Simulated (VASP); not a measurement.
# O2 in VASP: single point with r2SCAN

Aim: the single point of O2 with r2SCAN.

All numbers are computed with VASP 6.6.1; they aren't measurements. Logs are shortened: lines on timing, memory, paths and dates and some standing lists are left out, and cuts for length are marked.

## 1. The cell of the first run

The cell holds a molecule in a box, 2 atoms: a = 12.000 Å, b = 12.500 Å, c = 13.000 Å, α = 90.00°, β = 90.00°, γ = 90.00°.

## 2. Single point, r2SCAN, collinear spin, ferromagnetic start

POSCAR

```
O
1.0
   12.0000000000      0.0000000000      0.0000000000
    0.0000000000     12.5000000000      0.0000000000
    0.0000000000      0.0000000000     13.0000000000
O
2
Direct
    0.4500000000      0.4700000000      0.4536126093
    0.4500000000      0.4700000000      0.5463873907
```

INCAR.step1

```
PREC = Accurate
ENCUT = 910
ISMEAR = 0
SIGMA = 0.01
LREAL = False
LASPH = True
NELM = 200
ISPIN = 2
MAGMOM = 1 1
NUPDOWN = 2.0
NBANDS = 17
GGA = PE
ALGO = Normal
EDIFF = 1E-5
LWAVE = True
LCHARG = False
GGA_COMPAT = False
NELMDL = -8
```

INCAR.step2

```
PREC = Accurate
ENCUT = 910
EDIFF = 1E-6
ISMEAR = 0
SIGMA = 0.01
LREAL = False
LASPH = True
NELM = 200
ALGO = Normal
ISIF = 2
LWAVE = False
LCHARG = False
ISPIN = 2
MAGMOM = 1 1
LORBIT = 11
NUPDOWN = 2.0
METAGGA = R2SCAN
LMIXTAU = True
NBANDS = 17
ISTART = 1
GGA_COMPAT = False
```

KPOINTS

```
Automatic mesh
0
Gamma
  1 1 1
```

Potentials or basis: VASP PAW PBE potentials, release 64 (O_h).

The run is started by

```sh
$ cat potpaw_PBE.64/O_h/POTCAR > POTCAR
$ cp INCAR.step1 INCAR
$ mpirun -np 1 vasp_gam > vasp.out
$ cp INCAR.step2 INCAR
$ mpirun -np 1 vasp_gam > vasp.out
```

OUTCAR:

```text
PREC = Accurate
   ENCUT = 910
   EDIFF = 1E-6
   ISMEAR = 0
   LREAL = False
   LASPH = True
   NELM = 200
   ISIF = 2
   ISPIN = 2
   LORBIT = 11
   NUPDOWN = 2.0
   METAGGA = R2SCAN
   ISTART = 1

 ion  position               nearest neighbor table
   1  0.450  0.470  0.454-   2 1.21
   2  0.450  0.470  0.546-   1 1.21

  LATTYP: Found a simple orthorhombic cell.
 ALAT       =    12.0000000000
 B/A-ratio  =     1.0416666667
 C/A-ratio  =     1.0833333333

  Lattice vectors:

 A1 = (  12.0000000000,   0.0000000000,   0.0000000000)
 A2 = (   0.0000000000,  12.5000000000,   0.0000000000)
 A3 = (   0.0000000000,   0.0000000000,  13.0000000000)

Analysis of symmetry for initial positions (statically):
=====================================================================
 Subroutine PRICEL returns:
 Original cell was already a primitive cell.

 Routine SETGRP: Setting up the symmetry group for a
 simple orthorhombic supercell.

 Subroutine GETGRP returns: Found  8 space group operations
 (whereof  2 operations were pure point group operations)
 out of a pool of  8 trial point group operations.

The static configuration has the point symmetry C_1h.
 The point group associated with its full space group is D_2h.

Analysis of symmetry for dynamics (positions and initial velocities):
=====================================================================
 Subroutine PRICEL returns:
 Original cell was already a primitive cell.

 Routine SETGRP: Setting up the symmetry group for a
 simple orthorhombic supercell.

 Subroutine GETGRP returns: Found  8 space group operations
 (whereof  2 operations were pure point group operations)
 out of a pool of  8 trial point group operations.

The dynamic configuration has the point symmetry C_1h.
 The point group associated with its full space group is D_2h.

Analysis of structural, dynamic, and magnetic symmetry:
=====================================================================
 Subroutine PRICEL returns:
 Original cell was already a primitive cell.

 Routine SETGRP: Setting up the symmetry group for a
 simple orthorhombic supercell.

 Subroutine GETGRP returns: Found  8 space group operations
 (whereof  2 operations were pure point group operations)
 out of a pool of  8 trial point group operations.

The overall configuration has the point symmetry C_1h.
 The point group associated with its full space group is D_2h.

 Subroutine INISYM returns: Found  8 space group operations
 (whereof  2 operations are pure point group operations),
 and found     1 'primitive' translations

----------------------------------------------------------------------------------------

                                     Primitive cell

  volume of cell :    1950.0000

  direct lattice vectors                    reciprocal lattice vectors
    12.000000000  0.000000000  0.000000000     0.083333333  0.000000000  0.000000000
     0.000000000 12.500000000  0.000000000     0.000000000  0.080000000  0.000000000
     0.000000000  0.000000000 13.000000000     0.000000000  0.000000000  0.076923077

  length of vectors
    12.000000000 12.500000000 13.000000000     0.083333333  0.080000000  0.076923077

  position of ions in fractional coordinates (direct lattice)
     0.450000000  0.470000000  0.453612609
     0.450000000  0.470000000  0.546387391

  ion indices of the primitive-cell ions
   primitive index   ion index
                 1           1
                 2           2

----------------------------------------------------------------------------------------

 KPOINTS: Automatic mesh

Automatic generation of k-mesh.
 Grid dimensions read from file:
 generate k-points for:    1    1    1

 Generating k-lattice:

  Cartesian coordinates                     Fractional coordinates (reciprocal lattice)
     0.083333333  0.000000000  0.000000000     1.000000000  0.000000000  0.000000000
     0.000000000  0.080000000  0.000000000     0.000000000  1.000000000  0.000000000
     0.000000000  0.000000000  0.076923077     0.000000000  0.000000000  1.000000000

  Length of vectors
     0.083333333  0.080000000  0.076923077

  Shift w.r.t. Gamma in fractional coordinates (k-lattice)
     0.000000000  0.000000000  0.000000000

 Subroutine IBZKPT returns following result:
 ===========================================

 Found      1 irreducible k-points:

 Following reciprocal coordinates:
            Coordinates               Weight
  0.000000  0.000000  0.000000      1.000000
   k-points           NKPTS =      1   k-points in BZ     NKDIM =      1   number of bands    NBANDS=     17
   number of dos      NEDOS =    301   number of ions     NIONS =      2
   total plane-waves  NPLWV = ******
   dimension x,y,z NGX =   120 NGY =  126 NGZ =  128
   dimension x,y,z NGXF=   240 NGYF=  252 NGZF=  256
   ions per type =               2
   NGX,Y,Z   is equivalent  to a cutoff of  16.62, 16.76, 16.37 a.u.
   NGXF,Y,Z  is equivalent  to a cutoff of  33.25, 33.52, 32.74 a.u.
 SYSTEM =  unknown system
   PREC   = accura    normal or accurate (medium, high low for compatibility)
   ISTART =      1    job   : 0-new  1-cont  2-samecut
   ICHARG =      0    charge: 1-file 2-atom 10-const
   ISPIN  =      2    spin polarized calculation?
   LNONCOLLINEAR =      F non collinear calculations
   LSORBIT =      F    spin-orbit coupling
   LASPH  =      T    aspherical Exc in radial PAW
   ENCUT  =  910.0 eV  66.88 Ry    8.18 a.u.  29.52 30.75 31.98*2*pi/ulx,y,z
   NELM   =    200;   NELMIN=  2; NELMDL=  0     # of ELM steps
   EDIFF  = 0.1E-05   stopping-criterion for ELM
   LREAL  =      F    real-space projection
   EDIFFG = 0.1E-04   stopping-criterion for IOM
   NSW    =      0    number of steps for IOM
   IBRION =     -1    ionic relax: 0-MD 1-quasi-New 2-CG
   NFREE  =      0    steps in history (QN), initial steepest desc. (CG)
   ISIF   =      2    stress and relaxation
   ISYM   =      2    0-nonsym 1-usesym 2-fastsym
   POTIM  = 0.5000    time-step for ionic-motion
   TEBEG  =    0.0;   TEEND  =   0.0 temperature during run
   PSTRESS=    0.0 pullay stress
   NELECT =      12.0000    total number of electrons
   NUPDOWN=       2.0000    fix difference up-down
   EMIN   =  10.00;   EMAX   =-10.00  energy-range for DOS
   EFERMI =   0.00;   METHOD = LEGACY
   ISMEAR =     0;   SIGMA  =   0.01  broadening in eV -4-tet -1-fermi 0-gaus
   EFERMI_NEDOS =   21; number of points for ismear=-14 and -15
   IALGO  =     38    algorithm
   IMIX   =      4    mixing-type and parameters
     AMIX     =   0.40;   BMIX     =  1.00
     AMIX_MAG =   1.60;   BMIX_MAG =  1.00
  volume/ion in A,a.u.               =     975.00      6579.62
  Fermi-wavevector in a.u.,A,eV,Ry     =   0.300002  0.566921  1.224538  0.090001
  Thomas-Fermi vector in A             =   1.167927
   LORBIT       =     11    0 simple, 1 ext, 2 COOP (PROOUT), +10 PAW based schemes
   METAGGA = R2SCAN    functional components
   LHFCALC =     F    Hartree Fock is set to
   AEXX    =    0.0000 exact exchange contribution
   IVDW    =     0    specifies the selected vdW correction
   LEPSILON=     F    determine dielectric tensor
   LRPA    =     F    only Hartree local field effects (RPA)
 spin polarized calculation
 Gauss-broadening in eV      SIGMA  =   0.01
  energy-cutoff  :      910.00
  volume of cell :     1950.00
 maximum number of plane-waves:     60787
 NGX is ok and might be reduce to   120
   NGX = 59   NGY = 61   NGZ = 63

 number of electron      12.0000000 magnetization       1.9999999

 Free energy of the ion-electron system (eV)
  ---------------------------------------------------
  ext. energy  EPLUGINS =         0.00000000
  ---------------------------------------------------
  free energy    TOTEN  =       -12.07512285 eV

  energy without entropy =      -12.07512285  energy(sigma->0) =      -12.07512285

 E-fermi : -11.6651     XC(G=0):  -0.1872

 val. band max:       -7.3506772978   @ k =   0.0000   0.0000   0.0000
 cond. band min:      -3.8968693906   @ k =   0.0000   0.0000   0.0000
 fundamental gap:      3.4538079072
 Fermi energy:        -7.2662723000

 spin component 1

 k-point     1 :       0.0000    0.0000    0.0000
  band No.  band energies     occupation
      1     -34.4408      1.00000
      2     -21.8644      1.00000
      3     -14.2373      1.00000
      4     -14.2368      1.00000
      5     -14.0036      1.00000
      6      -7.3512      1.00000
[... 9 lines left out ...]
     16       1.8443      0.00000
     17       1.9063      0.00000
 Fermi energy:       -11.6650996564

 spin component 2

 k-point     1 :       0.0000    0.0000    0.0000
  band No.  band energies     occupation
      1     -33.0557      1.00000
      2     -19.4452      1.00000
      3     -12.9383      1.00000
      4     -11.7381      1.00000
      5     -11.7378      1.00000
      6      -3.8969      0.00000
[... 9 lines left out ...]
     16       1.8795      0.00000
     17       1.9131      0.00000

------------------------ aborting loop because EDIFF is reached ----------------------------------------

  FORCE on cell =-STRESS in cart. coord.  units (eV):
  Direction    XX          YY          ZZ          XY          YZ          ZX
  --------------------------------------------------------------------------------------
  -------------------------------------------------------------------------------------
  Total       -0.1129716     -0.1122507     -0.0631164      0.0000000      0.0000000      0.0000000
  in kB       -0.0928208     -0.0922285     -0.0518583      0.0000000      0.0000000      0.0000000
  external PRESSURE =      -0.0789692 kB  Pullay stress =       0.0000000 kB

 VOLUME and BASIS-vectors are now :
 -----------------------------------------------------------------------------
  energy-cutoff  :      910.00
  volume of cell :     1950.00
      direct lattice vectors                 reciprocal lattice vectors
    12.000000000  0.000000000  0.000000000     0.083333333  0.000000000  0.000000000
     0.000000000 12.500000000  0.000000000     0.000000000  0.080000000  0.000000000
     0.000000000  0.000000000 13.000000000     0.000000000  0.000000000  0.076923077

 POSITION                                       TOTAL-FORCE (eV/Angst)
 -----------------------------------------------------------------------------------
      5.40000      5.87500      5.89696         0.000000      0.000000     -0.028752
      5.40000      5.87500      7.10304         0.000000      0.000000      0.028752
 -----------------------------------------------------------------------------------
    total drift:                                0.000000      0.000417     -0.000006

  FREE ENERGIE OF THE ION-ELECTRON SYSTEM (eV)
  ---------------------------------------------------
  free  energy   TOTEN  =       -12.0751228459 eV

  energy  without entropy=      -12.0751228459  energy(sigma->0) =      -12.07512285

 total charge

# of ion       s       p       d       tot
------------------------------------------
    1        1.092   2.232   0.000   3.323
    2        1.092   2.232   0.000   3.323
--------------------------------------------------
tot          2.183   4.464   0.000   6.647

 magnetization (x)

# of ion       s       p       d       tot
------------------------------------------
    1        0.021   0.627   0.000   0.648
    2        0.021   0.627   0.000   0.648
--------------------------------------------------
tot          0.042   1.255   0.000   1.297
```

It took 51 min on 1 thread of Intel Xeon Platinum 8259CL at 2.50GHz (Skylake/Cascade Lake), shared host; peak memory 5.3 GiB.

Results:

| Property | Result |
| --- | --- |
| Free energy | -12.0751 eV |
| Largest force | 0.029 eV/Å |
| Net moment | 2.00 μB per cell |
| Site moments | O +0.65 μB |
| Valence electrons inside the program's atomic spheres | O 3.32 |

Forces on the atoms (eV/Å):
```
O    0.000  0.000 -0.029
O    0.000  0.000  0.029
```

Caveat: the PAW data sets were made with another functional, which shifts forces and pressure a little; the total moment is fixed, so each spin has its own Fermi level and the state may be an excited one.
